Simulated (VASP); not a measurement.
**ZnS (x): single point with PBEsol**

ZnS (x):

```
Zn S
1.0
     0.00000    2.70500    2.70500
     2.70500    0.00000    2.70500
     2.70500    2.70500    0.00000
Zn S
1 1
Direct
  0.00000 0.00000 0.00000
  0.25000 0.25000 0.25000
```

```yaml
Program: VASP 6.6.1
Task: single point
Functional: PBEsol
Potentials_or_basis: VASP PAW PBE potentials, release 64 (Zn, S)
Cutoff: 500 eV
k_mesh: 8 × 8 × 8
Occupations: gaussian, width 0.01 eV
Spin: no spin polarisation
```

- Pressure: -2.0 GPa
- Band gap on the k mesh: 1.96 eV, direct

Levels at points of the mesh, in eV from the valence-band top:
| k point | band 7 | band 8 | band 9 | band 10 | band 11 | band 12 |
| --- | --- | --- | --- | --- | --- | --- |
| (0.00, 0.00, 0.00) | 0.00 | 0.00 | 0.00 | 1.96 | 6.31 | 6.31 |
| (0.50, 0.00, 0.00) | -5.34 | -0.87 | -0.87 | 3.19 | 6.83 | 6.83 |
| (0.50, 0.50, 0.00) | -4.60 | -2.24 | -2.24 | 3.25 | 3.97 | 10.81 |

Run time: 23 s on 1 thread of Intel(R) Xeon(R) Platinum 8488C (Sapphire Rapids) (shared host), peak memory 0.15 GiB.

Caveat: the PAW data sets were made with another functional, which shifts forces and pressure a little. PBEsol gaps usually lie below the measured ones, often by a third to a half.
